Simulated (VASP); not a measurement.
## Si3N4: single point with PBE

Crystal: Si3N4.

```
Si N
1.0
    -3.23735    3.23735    3.23735
     3.23735   -3.23735    3.23735
     3.23735    3.23735   -3.23735
Si N
6 8
Direct
  0.25000 0.12500 0.87500
  0.87500 0.25000 0.12500
  0.75000 0.37500 0.62500
  0.62500 0.75000 0.37500
  0.12500 0.87500 0.25000
  0.37500 0.62500 0.75000
  0.56280 0.56280 0.56280
  0.43720 0.50000 0.00000
  0.50000 0.00000 0.93720
  0.00000 0.43720 0.50000
  0.93720 0.50000 0.00000
  0.06280 0.06280 0.06280
  0.00000 0.93720 0.50000
  0.50000 0.00000 0.43720
```

```yaml
Program: VASP 6.6.1
Task: single point
Functional: PBE
Potentials_or_basis: VASP PAW PBE potentials, release 64 (Si, N)
Cutoff: 520 eV
k_mesh: 10 × 10 × 10
Occupations: gaussian, width 0.05 eV
Spin: no spin polarisation
Dipole_correction: no
Further_INCAR_settings: ALGO = Normal; EDIFF = 1e-06; NBANDS = 45
```

```
Pressure               : 1.6 GPa
Largest force          : 0.016 eV/Å
Band gap on the k mesh : 4.10 eV, indirect (least direct gap 4.24 eV)
```

Forces on the atoms (eV/Å):
```
Si   0.000  0.000  0.000
Si   0.000  0.000  0.000
Si   0.000  0.000  0.000
Si   0.000  0.000  0.000
Si   0.000  0.000  0.000
Si   0.000  0.000  0.000
N   -0.009 -0.009 -0.009
N   -0.009  0.009  0.009
N    0.009  0.009 -0.009
N    0.009 -0.009  0.009
N   -0.009  0.009  0.009
N   -0.009 -0.009 -0.009
N    0.009 -0.009  0.009
N    0.009  0.009 -0.009
```

Levels at points of the mesh, in eV from the valence-band top:
| k point | band 28 | band 29 | band 30 | band 31 | band 32 | band 33 | band 34 | band 35 | band 36 | band 37 |
| --- | --- | --- | --- | --- | --- | --- | --- | --- | --- | --- |
| (0.00, 0.00, 0.00) | -1.93 | -0.16 | -0.16 | -0.16 | -0.06 | 4.63 | 4.63 | 4.67 | 4.67 | 4.67 |
| (0.50, 0.00, 0.00) | -1.99 | -1.27 | -1.27 | -0.01 | -0.01 | 4.97 | 4.97 | 5.94 | 5.94 | 6.33 |
| (0.50, 0.50, 0.50) | -1.91 | -1.91 | -1.91 | -1.20 | -1.20 | 5.41 | 5.41 | 5.41 | 5.41 | 5.41 |

Run time: 4.1 min on 1 thread of Oxide Virtual Turin-like Processor, on a shared host, peak memory 0.34 GiB.

A k mesh can miss the band edges. PBE gaps usually lie below the measured ones, often by a third to a half.
